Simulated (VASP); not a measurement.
Crystal: Al.

```
Al
1.0
     0.00000    2.02481    2.02481
     2.02481    0.00000    2.02481
     2.02481    2.02481    0.00000
Al
1
Direct
  0.00000 0.00000 0.00000
```

| Property | Result |
| --- | --- |
| Program | VASP 6.6.1 |
| Task | relaxation of cell and atoms |
| Functional | LDA |
| Potentials or basis | VASP PAW LDA potentials, release 64 (Al) |
| Cutoff | 600 eV |
| k mesh | 18 × 18 × 18 |
| Occupations | gaussian, width 0.1 eV |
| Spin | no spin polarisation |

At the start: pressure -3.6 GPa; volume 16.60 Å³/atom.

Problem. How do energy, volume and symmetry change on relaxing?

Solution. Over 3 steps the energy falls by 9.2 meV/atom and the volume is 15.82 Å³/atom (-4.7 %); space group Fm-3m (No. 225, to 0.05 Å).

Step by step:
```
step  energy change (eV)  largest force (eV/Å)  pressure (GPa)  volume (Å³)
   1              0.0000                0.0000           -3.60        16.60
   2             -0.0090                0.0000            0.50        15.72
   3             -0.0092                0.0000            0.00        15.82
```

Final structure:
```
CELL_PARAMETERS angstrom
0.00000 1.99237 1.99237
1.99237 0.00000 1.99237
1.99237 1.99237 0.00000
ATOMIC_POSITIONS crystal
Al 0.00000 0.00000 0.00000
```
